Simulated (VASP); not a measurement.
BiTe, 2 atoms in the cell. It takes space group R-3m (No. 166, trigonal). Conventional cell: a = 4.799 Å, b = 4.799 Å, c = 9.585 Å, α = 90.00°, β = 90.00°, γ = 120.00°. Bi (site symmetry -3m) has 6 Te at 3.20 Å and 6 Bi at 4.23 Å within 4.3 Å. Within 4.3 Å of Te (site symmetry -3m) lie 6 Bi at 3.20 Å and 6 Te at 4.23 Å. 

```yaml
Program: VASP 6.6.1
Task: single point
Functional: PBEsol
Potentials_or_basis: VASP PAW PBE potentials, release 64 (Bi_d, Te)
Cutoff: 520 eV
k_mesh: 12 × 12 × 12
Occupations: gaussian, width 0.1 eV
Spin: no spin polarisation
Dipole_correction: no
Further_INCAR_settings: ALGO = Normal; EDIFF = 1e-07; NBANDS = 18
```

Potentials or basis: VASP PAW PBE potentials, release 64 (Bi_d, Te).

Command:

```bash
$ cat potpaw_PBE.64/Bi_d/POTCAR potpaw_PBE.64/Te/POTCAR > POTCAR
$ mpirun -np 1 vasp_std > vasp.out
```

Hardware: 1 thread of Intel(R) Xeon(R) 6975P-C (Granite Rapids) (shared host).

Problem. How long does it take, and how much memory?

Solution. Run time: 50 s on 1 thread of Intel(R) Xeon(R) 6975P-C (Granite Rapids) (shared host), peak memory 0.34 GiB. Counts: scf iterations 13, k points 189.
